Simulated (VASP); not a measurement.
Input of a VASP 6.6.1 run:

Contents of INCAR:

```
PREC     = Accurate       # precision mode
ENCUT    = 520            # plane-wave cutoff, eV
EDIFF    = 1E-7           # SCF threshold, eV
ISMEAR   = 0              # smearing method
SIGMA    = 0.2            # smearing width, eV
LREAL    = Auto         
LASPH    = True           # aspherical terms in the spheres
NELM     = 80             # most SCF steps
ALGO     = Normal         # electronic algorithm
ISIF     = 2              # what is computed and relaxed
LWAVE    = False          # write WAVECAR
LCHARG   = False          # write CHGCAR
GGA      = PE             # functional
NBANDS   = 74             # bands
```

KPOINTS

```
regular mesh
0
Gamma
  12 12 12
```

The input POSCAR:

```
Ta8N7
1.0
    0.0000000000      4.3989910187      4.3989910187
    4.3989910187      0.0000000000      4.3989910187
    4.3989910187      4.3989910187      0.0000000000
Ta N
8 7
Direct
    0.0000000000      0.0000000000      0.0000000000
    0.0162785266      0.0162785266      0.4837214734
    0.0162785266      0.4837214734      0.0162785266
    0.0162785266      0.4837214734      0.4837214734
    0.4837214734      0.0162785266      0.0162785266
    0.4837214734      0.0162785266      0.4837214734
    0.4837214734      0.4837214734      0.0162785266
    0.5000000000      0.5000000000      0.5000000000
    0.2500000000      0.2500000000      0.7500000000
    0.2500000000      0.7500000000      0.2500000000
    0.2500000000      0.7500000000      0.7500000000
    0.7500000000      0.2500000000      0.2500000000
    0.7500000000      0.2500000000      0.7500000000
    0.7500000000      0.7500000000      0.2500000000
    0.7500000000      0.7500000000      0.7500000000
```

Potentials or basis: VASP PAW PBE potentials, release 64 (Ta_pv, N).

Command:

```bash
$ cat potpaw_PBE.64/Ta_pv/POTCAR potpaw_PBE.64/N/POTCAR > POTCAR
$ mpirun -np 1 vasp_std > vasp.out
```

(1) Estimate the band gap on the k mesh.

(2) Estimate the pressure.

(3) What does it give for the largest force?

Answers

(1) zero (an odd number of electrons rules out a gap without spin polarisation).

(2) 0.6 GPa.

(3) 0.024 eV/Å.

Caveat: spin-orbit coupling is left out, which moves the levels of the heavy elements.
